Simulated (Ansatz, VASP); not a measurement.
**Two plane-wave programs on Sn2TeO2**

```xyz
5
Lattice="3.3580 -4.3741 0.0000 3.3580 4.3741 0.0000 0.0000 0.0000 4.3307" Properties=species:S:1:pos:R:3 pbc="T T T"
Sn    3.3580   -1.2518    2.1653
Sn    3.3580    1.2518    2.1653
Te    0.0000    0.0000    2.1653
O     0.0000    0.0000    0.0000
O     3.3580    0.0000    0.0000
```

Alike in both runs: task relaxation of cell and atoms; functional PBE; k mesh 4 × 4 × 4; occupations gaussian, width 0.1 eV; no spin polarisation.

```csv
,VASP,Ansatz
version,VASP 6.6.1,Ansatz 0.2.0
potentials or method,"VASP PAW PBE potentials, release 64 (Sn_d, Te, O), cutoff 600 eV","scalar-relativistic, plane waves, PAW"
valence electrons in the cell,46,56
```

|  | VASP | Ansatz | Ansatz less VASP |
| --- | --- | --- | --- |
| gap on the k mesh at the Fermi level, each at its own relaxed structure (eV) | none | none | - |
| relaxed volume (Å³/atom) | 23.79 | 23.90 | +0.110 |
| relaxed cell length with the largest relative difference (Å) | 5.817 | 5.831 | +0.0139 |

A gap of «none» marks a metal or a gap that the smearing closes. VASP's potentials hold 46 valence electrons a cell and Ansatz's 56, so a difference there can come from the potentials and not from the codes.

The k mesh is coarse, so the values compare programs but aren't converged. Spin-orbit coupling is off throughout.
